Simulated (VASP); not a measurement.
A run of VASP 6.6.1 is set up as follows.

Contents of POSCAR:

```
BN
1.0
    2.5479975837      0.0000000000      0.0000000000
   -1.2739987919      2.2066306362      0.0000000000
    0.0000000000      0.0000000000      8.3753606070
B N
4 4
Direct
    0.0000000000      0.0000000000      0.0003894310
    0.3333333333      0.6666666667      0.2496892038
    0.0000000000      0.0000000000      0.5003894310
    0.6666666667      0.3333333333      0.7496892038
    0.0000000000      0.0000000000      0.1869898389
    0.3333333333      0.6666666667      0.4379315264
    0.0000000000      0.0000000000      0.6869898389
    0.6666666667      0.3333333333      0.9379315264
```

The input INCAR.step1:

```
PREC     = Accurate       # precision mode
ENCUT    = 520            # plane-wave cutoff, eV
ISMEAR   = -1             # smearing method
SIGMA    = 0.02           # smearing width, eV
LREAL    = False          # projectors in reciprocal space
LASPH    = True           # aspherical terms in the spheres
NELM     = 60             # most SCF steps
NBANDS   = 26             # bands
GGA      = PE             # functional
ALGO     = Normal         # electronic algorithm
EDIFF    = 1E-4           # SCF threshold, eV
LWAVE    = True           # write WAVECAR
LCHARG   = False          # write CHGCAR
```

INCAR.step2

```
PREC     = Accurate       # precision mode
ENCUT    = 520            # plane-wave cutoff, eV
EDIFF    = 1E-6           # SCF threshold, eV
ISMEAR   = -1             # smearing method
SIGMA    = 0.02           # smearing width, eV
LREAL    = False          # projectors in reciprocal space
LASPH    = True           # aspherical terms in the spheres
NELM     = 60             # most SCF steps
ALGO     = Normal         # electronic algorithm
ISIF     = 2              # what is computed and relaxed
LWAVE    = False          # write WAVECAR
LCHARG   = False          # write CHGCAR
METAGGA  = R2SCAN         # meta-GGA
LMIXTAU  = True         
NBANDS   = 26             # bands
ISTART   = 1
```

File KPOINTS:

```
regular mesh
0
Gamma
  12 12 4
```

Potentials or basis: VASP PAW PBE potentials, release 64 (B, N).

The run is started by

```bash
$ cat potpaw_PBE.64/B/POTCAR potpaw_PBE.64/N/POTCAR > POTCAR
$ cp INCAR.step1 INCAR
$ mpirun -np 1 vasp_std > vasp.out
$ cp INCAR.step2 INCAR
$ mpirun -np 1 vasp_std > vasp.out
```

Task: Estimate the pressure.

Result: 1.1 GPa.

Task: Predict the band gap on the k mesh.

Result: 6.06 eV, indirect (least direct gap 8.17 eV).

Forces in eV/Å, atoms in the order of the input:
```
B    0.000  0.000  0.000
B    0.000  0.000  0.002
B    0.000  0.000  0.000
B    0.000  0.000  0.002
N    0.000  0.000 -0.001
N    0.000  0.000 -0.001
N    0.000  0.000 -0.001
N    0.000  0.000 -0.001
```

Caveat: the PAW data sets were made with another functional, which shifts forces and pressure a little. r2SCAN opens gaps a little over a GGA but as a rule still falls short of measured ones.
